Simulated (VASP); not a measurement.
Crystal: B.

```
CELL_PARAMETERS angstrom
-1.24296 1.24296 1.24296
1.24296 -1.24296 1.24296
1.24296 1.24296 -1.24296
ATOMIC_POSITIONS crystal
B 0.00000 0.00000 0.00000
```

```yaml
Program: VASP 6.6.1
Task: relaxation of cell and atoms
Functional: PBEsol
Potentials_or_basis: VASP PAW PBE potentials, release 64 (B)
Cutoff: 600 eV
k_mesh: 10 × 10 × 10
Occupations: gaussian, width 0.1 eV
Spin: no spin polarisation
```

At the start: pressure -31.9 GPa; volume 7.68 Å³/atom.

Task: Where does the relaxation end?

Result: Over 3 steps the energy falls by 204.3 meV/atom and the volume is 6.07 Å³/atom (-21.0 %); space group Im-3m (No. 229, to 0.05 Å).

The path:
```
step  energy change (eV)  largest force (eV/Å)  pressure (GPa)  volume (Å³)
   1              0.0000                0.0000          -31.86         7.68
   2             -0.2041                0.0000           -1.39         6.11
   3             -0.2043                0.0000           -0.07         6.07
```

Final structure:
```yaml
crystal:
  lattice:
    - [-1.14925, 1.14925, 1.14925]
    - [1.14925, -1.14925, 1.14925]
    - [1.14925, 1.14925, -1.14925]
  atoms:
    - { symbol: B, position: [0.00000, 0.00000, 0.00000] }
```

Caveat: the volume moved by over 15 % at a fixed basis, so the end points are rough; the PAW data sets were made with another functional, which shifts forces and pressure a little.
